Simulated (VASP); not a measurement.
# YAl3N4 (P-43m) in VASP: a series of runs

Runs on YAl3N4. Level: PBE. Tasks: single point, relaxation of cell and atoms.

Everything below comes from runs of VASP 6.6.1. Logs are shortened: lines on timing, memory, paths and dates and some standing lists are left out, and cuts for length are marked.

## (1) The cell of the first run

Symmetry: P-43m, No. 215, cubic system. The conventional cell has a = 4.635 Å, b = 4.635 Å, c = 4.635 Å, α = 90.00°, β = 90.00°, γ = 90.00°. Within 2.9 Å of Y (site symmetry -43m) lie 4 N at 2.19 Å. Within 2.6 Å of Al (site symmetry -42m) lie 4 N at 1.95 Å. N (site symmetry 3m) has 3 Al at 1.95 Å and 1 Y at 2.19 Å within 2.6 Å.

## (2) Single point, PBE

INCAR

```
ALGO     = Normal         # electronic algorithm
EDIFF    = 1E-7           # SCF threshold, eV
ENCUT    = 520            # plane-wave cutoff, eV
GGA      = PE             # functional
ISIF     = 2              # what is computed and relaxed
ISMEAR   = 0              # smearing method
LASPH    = T              # aspherical terms in the spheres
LCHARG   = F              # write CHGCAR
LREAL    = F              # projectors in reciprocal space
LWAVE    = F              # write WAVECAR
NBANDS   = 30             # bands
NELM     = 60             # most SCF steps
PREC     = Accurate       # precision mode
SIGMA    = 0.1            # smearing width, eV
```

KPOINTS

```
k-points
0
Gamma
  4 4 4
```

POSCAR

```
YAl3N4
1.0
    4.6350755985      0.0000000000      0.0000000000
    0.0000000000      4.6350755985      0.0000000000
    0.0000000000      0.0000000000      4.6350755985
Y Al N
1 3 4
Direct
    0.0000000000      0.0000000000      0.0000000000
    0.0000000000      0.5000000000      0.5000000000
    0.5000000000      0.0000000000      0.5000000000
    0.5000000000      0.5000000000      0.0000000000
    0.2722684868      0.2722684868      0.7277315132
    0.2722684868      0.7277315132      0.2722684868
    0.7277315132      0.2722684868      0.2722684868
    0.7277315132      0.7277315132      0.7277315132
```

Potentials or basis: VASP PAW PBE potentials, release 64 (Y_sv, Al, N).

Run with:

```sh
> cat potpaw_PBE.64/Y_sv/POTCAR potpaw_PBE.64/Al/POTCAR potpaw_PBE.64/N/POTCAR > POTCAR
> mpirun -np 1 vasp_std > vasp.out
```

OUTCAR:

```text
EDIFF = 1E-7
   ENCUT = 520
   GGA = PE
   ISIF = 2
   ISMEAR = 0
   LASPH = T
   LREAL = F
   NELM = 60
   PREC = Accurate

 ion  position               nearest neighbor table
   1  0.000  0.000  0.000-   5 2.19   6 2.19   7 2.19   8 2.19   3 3.28   4 3.28   2 3.28   2 3.28
                             3 3.28   2 3.28   4 3.28   2 3.28   3 3.28   4 3.28   3 3.28   4 3.28
   2  0.000  0.500  0.500-   5 1.95   6 1.95   7 1.95   8 1.95   3 3.28   4 3.28   1 3.28   1 3.28
                             4 3.28   1 3.28   3 3.28   1 3.28   3 3.28   4 3.28   4 3.28   3 3.28
   3  0.500  0.000  0.500-   5 1.95   6 1.95   7 1.95   8 1.95   2 3.28   4 3.28   1 3.28   1 3.28
                             4 3.28   2 3.28   4 3.28   4 3.28   1 3.28   2 3.28   1 3.28   2 3.28
   4  0.500  0.500  0.000-   5 1.95   6 1.95   7 1.95   8 1.95   2 3.28   3 3.28   1 3.28   2 3.28
                             3 3.28   1 3.28   3 3.28   3 3.28   1 3.28   2 3.28   2 3.28   1 3.28
   5  0.272  0.272  0.728-   2 1.95   3 1.95   4 1.95   1 2.19
   6  0.272  0.728  0.272-   2 1.95   3 1.95   4 1.95   1 2.19
   7  0.728  0.272  0.272-   2 1.95   3 1.95   4 1.95   1 2.19
   8  0.728  0.728  0.728-   2 1.95   3 1.95   4 1.95   1 2.19

  LATTYP: Found a simple cubic cell.
 ALAT       =     4.6350755985

  Lattice vectors:

 A1 = (   4.6350755985,   0.0000000000,   0.0000000000)
 A2 = (   0.0000000000,   4.6350755985,   0.0000000000)
 A3 = (   0.0000000000,   0.0000000000,   4.6350755985)

Analysis of symmetry for initial positions (statically):
=====================================================================
 Subroutine PRICEL returns:
 Original cell was already a primitive cell.

 Routine SETGRP: Setting up the symmetry group for a
 simple cubic supercell.

 Subroutine GETGRP returns: Found 24 space group operations
 (whereof 24 operations were pure point group operations)
 out of a pool of 48 trial point group operations.

The static configuration has the point symmetry T_d .

Analysis of symmetry for dynamics (positions and initial velocities):
=====================================================================
 Subroutine PRICEL returns:
 Original cell was already a primitive cell.

 Routine SETGRP: Setting up the symmetry group for a
 simple cubic supercell.

 Subroutine GETGRP returns: Found 24 space group operations
 (whereof 24 operations were pure point group operations)
 out of a pool of 48 trial point group operations.

The dynamic configuration has the point symmetry T_d .

 Subroutine INISYM returns: Found 24 space group operations
 (whereof 24 operations are pure point group operations),
 and found     1 'primitive' translations

----------------------------------------------------------------------------------------

                                     Primitive cell

  volume of cell :      99.5796

  direct lattice vectors                    reciprocal lattice vectors
     4.635075599  0.000000000  0.000000000     0.215746211  0.000000000  0.000000000
     0.000000000  4.635075599  0.000000000     0.000000000  0.215746211  0.000000000
     0.000000000  0.000000000  4.635075599     0.000000000  0.000000000  0.215746211

  length of vectors
     4.635075599  4.635075599  4.635075599     0.215746211  0.215746211  0.215746211

  position of ions in fractional coordinates (direct lattice)
     0.000000000  0.000000000  0.000000000
     0.000000000  0.500000000  0.500000000
     0.500000000  0.000000000  0.500000000
     0.500000000  0.500000000  0.000000000
     0.272268487  0.272268487  0.727731513
     0.272268487  0.727731513  0.272268487
     0.727731513  0.272268487  0.272268487
     0.727731513  0.727731513  0.727731513

  ion indices of the primitive-cell ions
   primitive index   ion index
                 1           1
                 2           2
                 3           3
                 4           4
                 5           5
                 6           6
                 7           7
                 8           8

----------------------------------------------------------------------------------------

 KPOINTS: k-points

Automatic generation of k-mesh.
 Grid dimensions read from file:
 generate k-points for:    4    4    4

 Generating k-lattice:

  Cartesian coordinates                     Fractional coordinates (reciprocal lattice)
     0.053936553  0.000000000  0.000000000     0.250000000  0.000000000  0.000000000
     0.000000000  0.053936553  0.000000000     0.000000000  0.250000000  0.000000000
     0.000000000  0.000000000  0.053936553     0.000000000  0.000000000  0.250000000

  Length of vectors
     0.053936553  0.053936553  0.053936553

  Shift w.r.t. Gamma in fractional coordinates (k-lattice)
     0.000000000  0.000000000  0.000000000

 Subroutine IBZKPT returns following result:
 ===========================================

 Found     10 irreducible k-points:

 Following reciprocal coordinates:
            Coordinates               Weight
  0.000000  0.000000  0.000000      1.000000
  0.250000  0.000000  0.000000      6.000000
  0.500000  0.000000  0.000000      3.000000
  0.250000  0.250000  0.000000     12.000000
  0.500000  0.250000  0.000000     12.000000
  0.500000  0.500000  0.000000      3.000000
  0.250000  0.250000  0.250000      8.000000
  0.500000  0.250000  0.250000     12.000000
  0.500000  0.500000  0.250000      6.000000
  0.500000  0.500000  0.500000      1.000000
   k-points           NKPTS =     10   k-points in BZ     NKDIM =     10   number of bands    NBANDS=     30
   number of dos      NEDOS =    301   number of ions     NIONS =      8
   total plane-waves  NPLWV =  46656
   dimension x,y,z NGX =    36 NGY =   36 NGZ =   36
   dimension x,y,z NGXF=    72 NGYF=   72 NGZF=   72
   ions per type =               1   3   4
   NGX,Y,Z   is equivalent  to a cutoff of  12.91, 12.91, 12.91 a.u.
   NGXF,Y,Z  is equivalent  to a cutoff of  25.82, 25.82, 25.82 a.u.
 SYSTEM =  unknown system
   PREC   = accura    normal or accurate (medium, high low for compatibility)
   ISTART =      0    job   : 0-new  1-cont  2-samecut
   ICHARG =      2    charge: 1-file 2-atom 10-const
   ISPIN  =      1    spin polarized calculation?
   LNONCOLLINEAR =      F non collinear calculations
   LSORBIT =      F    spin-orbit coupling
   LASPH  =      T    aspherical Exc in radial PAW
   ENCUT  =  520.0 eV  38.22 Ry    6.18 a.u.   8.62  8.62  8.62*2*pi/ulx,y,z
   NELM   =     60;   NELMIN=  2; NELMDL= -5     # of ELM steps
   EDIFF  = 0.1E-06   stopping-criterion for ELM
   LREAL  =      F    real-space projection
   EDIFFG = 0.1E-05   stopping-criterion for IOM
   NSW    =      0    number of steps for IOM
   IBRION =     -1    ionic relax: 0-MD 1-quasi-New 2-CG
   NFREE  =      0    steps in history (QN), initial steepest desc. (CG)
   ISIF   =      2    stress and relaxation
   ISYM   =      2    0-nonsym 1-usesym 2-fastsym
   POTIM  = 0.5000    time-step for ionic-motion
   TEBEG  =    0.0;   TEEND  =   0.0 temperature during run
   PSTRESS=    0.0 pullay stress
   NELECT =      40.0000    total number of electrons
   NUPDOWN=      -1.0000    fix difference up-down
   EMIN   =  10.00;   EMAX   =-10.00  energy-range for DOS
   EFERMI =   0.00;   METHOD = LEGACY
   ISMEAR =     0;   SIGMA  =   0.10  broadening in eV -4-tet -1-fermi 0-gaus
   EFERMI_NEDOS =   21; number of points for ismear=-14 and -15
   IALGO  =     38    algorithm
   IMIX   =      4    mixing-type and parameters
     AMIX     =   0.40;   BMIX     =  1.00
     AMIX_MAG =   1.60;   BMIX_MAG =  1.00
  volume/ion in A,a.u.               =      12.45        84.00
  Fermi-wavevector in a.u.,A,eV,Ry     =   1.207920  2.282637 19.851847  1.459070
  Thomas-Fermi vector in A             =   2.343543
   LORBIT       =      0    0 simple, 1 ext, 2 COOP (PROOUT), +10 PAW based schemes
   GGA     = PE    functional components
   LHFCALC =     F    Hartree Fock is set to
   AEXX    =    0.0000 exact exchange contribution
   IVDW    =     0    specifies the selected vdW correction
   LEPSILON=     F    determine dielectric tensor
   LRPA    =     F    only Hartree local field effects (RPA)
 non-spin polarized calculation
 Gauss-broadening in eV      SIGMA  =   0.10
  energy-cutoff  :      520.00
  volume of cell :       99.58
 maximum number of plane-waves:      2730
 NGX is ok and might be reduce to    36
   NGX = 17   NGY = 17   NGZ = 17

 number of electron      39.9999997 magnetization

 Free energy of the ion-electron system (eV)
  ---------------------------------------------------
  ext. energy  EPLUGINS =         0.00000000
  ---------------------------------------------------
  free energy    TOTEN  =       -60.72047882 eV

  energy without entropy =      -60.72047882  energy(sigma->0) =      -60.72047882

 E-fermi :   5.3660     XC(G=0): -10.5830

 val. band max:        4.9030451098   @ k =   0.5000   0.0000   0.0000
 cond. band min:       7.2131422233   @ k =   0.0000   0.0000   0.0000
 fundamental gap:      2.3100971136
 Fermi energy:         5.3660174187

 k-point     1 :       0.0000    0.0000    0.0000
  band No.  band energies     occupation
      1     -34.8616      2.00000
      2     -15.2635      2.00000
      3     -15.2635      2.00000
      4     -15.2635      2.00000
      5      -9.4435      2.00000
      6      -7.1633      2.00000
[... 22 lines left out ...]
     29      15.3523      0.00000
     30      15.3523      0.00000

 k-point     2 :       0.2500    0.0000    0.0000
  band No.  band energies     occupation
      1     -34.8611      2.00000
      2     -15.3000      2.00000
      3     -15.2588      2.00000
      4     -15.2588      2.00000
      5      -9.1445      2.00000
      6      -7.5370      2.00000
[... 256 lines left out ...]
 k-point    10 :       0.5000    0.5000    0.5000
  band No.  band energies     occupation
      1     -34.8587      2.00000
      2     -15.2994      2.00000
      3     -15.2994      2.00000
      4     -15.2994      2.00000
      5      -7.8776      2.00000
      6      -7.7218      2.00000
[... 22 lines left out ...]
     29      12.5595      0.00000
     30      13.9030      0.00000

------------------------ aborting loop because EDIFF is reached ----------------------------------------

  FORCE on cell =-STRESS in cart. coord.  units (eV):
  Direction    XX          YY          ZZ          XY          YZ          ZX
  --------------------------------------------------------------------------------------
  -------------------------------------------------------------------------------------
  Total       -0.3854592     -0.3854592     -0.3854592     -0.0000000      0.0000000      0.0000000
  in kB       -6.2018103     -6.2018103     -6.2018103     -0.0000000      0.0000000      0.0000000
  external PRESSURE =      -6.2018103 kB  Pullay stress =       0.0000000 kB

 VOLUME and BASIS-vectors are now :
 -----------------------------------------------------------------------------
  energy-cutoff  :      520.00
  volume of cell :       99.58
      direct lattice vectors                 reciprocal lattice vectors
     4.635075599  0.000000000  0.000000000     0.215746211  0.000000000  0.000000000
     0.000000000  4.635075599  0.000000000     0.000000000  0.215746211  0.000000000
     0.000000000  0.000000000  4.635075599     0.000000000  0.000000000  0.215746211

 POSITION                                       TOTAL-FORCE (eV/Angst)
 -----------------------------------------------------------------------------------
      0.00000      0.00000      0.00000         0.000000      0.000000      0.000000
      0.00000      2.31754      2.31754         0.000000      0.000000      0.000000
      2.31754      0.00000      2.31754         0.000000      0.000000      0.000000
      2.31754      2.31754      0.00000         0.000000      0.000000      0.000000
      1.26199      1.26199      3.37309        -0.017738     -0.017738      0.017738
      1.26199      3.37309      1.26199        -0.017738      0.017738     -0.017738
      3.37309      1.26199      1.26199         0.017738     -0.017738     -0.017738
      3.37309      3.37309      3.37309         0.017738      0.017738      0.017738
 -----------------------------------------------------------------------------------
    total drift:                               -0.000000     -0.000000     -0.000000

  FREE ENERGIE OF THE ION-ELECTRON SYSTEM (eV)
  ---------------------------------------------------
  free  energy   TOTEN  =       -60.7204788249 eV

  energy  without entropy=      -60.7204788249  energy(sigma->0) =      -60.72047882
```

It took 64 s on 1 thread of Intel Xeon 8259CL, shared host; peak memory 0.22 GiB.

Results:

| Item | Value |
| --- | --- |
| Free energy | -60.7205 eV |
| Pressure | -0.6 GPa |
| Largest force | 0.031 eV/Å |
| Band gap on the k mesh | 2.31 eV (least direct gap 3.02 eV) |

Forces on the atoms (eV/Å):
```
Y    0.000  0.000  0.000
Al   0.000  0.000  0.000
Al   0.000  0.000  0.000
Al   0.000  0.000  0.000
N   -0.018 -0.018  0.018
N   -0.018  0.018 -0.018
N    0.018 -0.018 -0.018
N    0.018  0.018  0.018
```

## (3) Single point, PBE

This run uses another cell than the first one, of 13.97 Å³/atom.

INCAR

```
PREC = Accurate
ENCUT = 520
EDIFF = 1E-7
ISMEAR = 0
SIGMA = 0.1
LREAL = False
LASPH = True
NELM = 100
ALGO = Normal
ISIF = 2
LWAVE = False
LCHARG = False
GGA = PE
NBANDS = 30
```

KPOINTS

```
Automatic mesh
0
Gamma
  4 4 4
```

POSCAR

```
YAl3N4
1.0
    4.8166802000      0.0000000000      0.0000000000
    0.0000000000      4.8166802000      0.0000000000
    0.0000000000      0.0000000000      4.8166802000
Y Al N
1 3 4
Direct
    0.0000000000      0.0000000000      0.0000000000
    0.0000000000      0.5000000000      0.5000000000
    0.5000000000      0.0000000000      0.5000000000
    0.5000000000      0.5000000000      0.0000000000
    0.2500000000      0.2500000000      0.7500000000
    0.2500000000      0.7500000000      0.2500000000
    0.7500000000      0.2500000000      0.2500000000
    0.7500000000      0.7500000000      0.7500000000
```

Potentials or basis: VASP PAW PBE potentials, release 64 (Y_sv, Al, N).

Run with:

```sh
> cat potpaw_PBE.64/Y_sv/POTCAR potpaw_PBE.64/Al/POTCAR potpaw_PBE.64/N/POTCAR > POTCAR
> mpirun -np 1 vasp_std > vasp.out
```

Wall time 58 s (1 thread of Intel Xeon 8259CL, shared host); peak memory 0.22 GiB.

The run converged. Its results:

```yaml
Free_energy: -58.8066 eV
Pressure: -9.3 GPa
Band_gap_on_the_k_mesh: 1.97 eV (least direct gap 2.64 eV)
```

Levels at points of the mesh, in eV from the valence-band top:
```csv
k point,band 16,band 17,band 18,band 19,band 20,band 21,band 22,band 23,band 24,band 25
"(0.00, 0.00, 0.00)",-0.87,-0.87,-0.68,-0.68,-0.68,1.97,3.30,3.30,3.30,4.93
"(0.50, 0.00, 0.00)",-1.45,-1.45,-0.78,0.00,0.00,3.83,4.41,4.41,4.80,6.19
"(0.50, 0.50, 0.00)",-1.12,-0.90,-0.80,-0.13,-0.13,4.89,5.42,6.02,6.02,6.34
"(0.50, 0.50, 0.50)",-0.80,-0.80,-0.48,-0.48,-0.48,4.65,4.65,4.65,6.29,6.29
```

Caveat: the cell stands under tension.

## (4) Single point, PBE

This run uses another cell than the first one, of 12.42 Å³/atom.

INCAR

```
  PREC = Accurate
  ENCUT = 520
  EDIFF = 1E-6
  ISMEAR = 0
  SIGMA = 0.02
  LREAL = False
  LASPH = True
  NELM = 80
  ALGO = Normal
  ISIF = 2
  LWAVE = False
  LCHARG = True
  GGA = PE
  LELF = True
  LVHAR = True
  NBANDS = 30
```

KPOINTS

```
regular mesh
0
Gamma
  6 6 6
```

POSCAR

```
YAl3N4
1.0
    4.6318927395      0.0000000000      0.0000000000
    0.0000000000      4.6318927395      0.0000000000
    0.0000000000      0.0000000000      4.6318927395
Y Al N
1 3 4
Direct
    0.0000000000      0.0000000000      0.0000000000
    0.0000000000      0.5000000000      0.5000000000
    0.5000000000      0.0000000000      0.5000000000
    0.5000000000      0.5000000000      0.0000000000
    0.2721785284      0.2721785284      0.7278214716
    0.2721785284      0.7278214716      0.2721785284
    0.7278214716      0.2721785284      0.2721785284
    0.7278214716      0.7278214716      0.7278214716
```

Run with:

```sh
> cat potpaw_PBE.64/Y_sv/POTCAR potpaw_PBE.64/Al/POTCAR potpaw_PBE.64/N/POTCAR > POTCAR
> mpirun -np 1 vasp_std > vasp.out
```

Run time: 1.7 min. Hardware: 1 thread of Intel Xeon 8259CL, shared host; peak memory 0.25 GiB.

It converged, with:

* Free energy: -60.7216 eV
* Pressure: -0.3 GPa
* Largest force: 0.005 eV/Å
* Band gap on the k mesh: 2.32 eV (least direct gap 3.04 eV)

Forces on the atoms (eV/Å):
```
Y    0.000  0.000  0.000
Al   0.000  0.000  0.000
Al   0.000  0.000  0.000
Al   0.000  0.000  0.000
N   -0.003 -0.003  0.003
N   -0.003  0.003 -0.003
N    0.003 -0.003 -0.003
N    0.003  0.003  0.003
```

Levels at points of the mesh, in eV from the valence-band top:
| k point | band 16 | band 17 | band 18 | band 19 | band 20 | band 21 | band 22 | band 23 | band 24 | band 25 |
| --- | --- | --- | --- | --- | --- | --- | --- | --- | --- | --- |
| (0.00, 0.00, 0.00) | -1.55 | -1.55 | -0.71 | -0.71 | -0.71 | 2.32 | 2.97 | 2.97 | 2.97 | 4.64 |
| (0.50, 0.00, 0.00) | -1.93 | -1.93 | -1.05 | 0.00 | 0.00 | 4.28 | 4.28 | 4.29 | 4.41 | 5.67 |
| (0.50, 0.50, 0.00) | -1.50 | -1.29 | -0.76 | -0.23 | -0.23 | 4.83 | 5.16 | 5.81 | 5.81 | 6.14 |
| (0.50, 0.50, 0.50) | -1.18 | -1.18 | -0.45 | -0.45 | -0.45 | 5.05 | 5.05 | 5.05 | 5.55 | 5.55 |

A k mesh can miss the band edges.

[end of part 1 of 2]
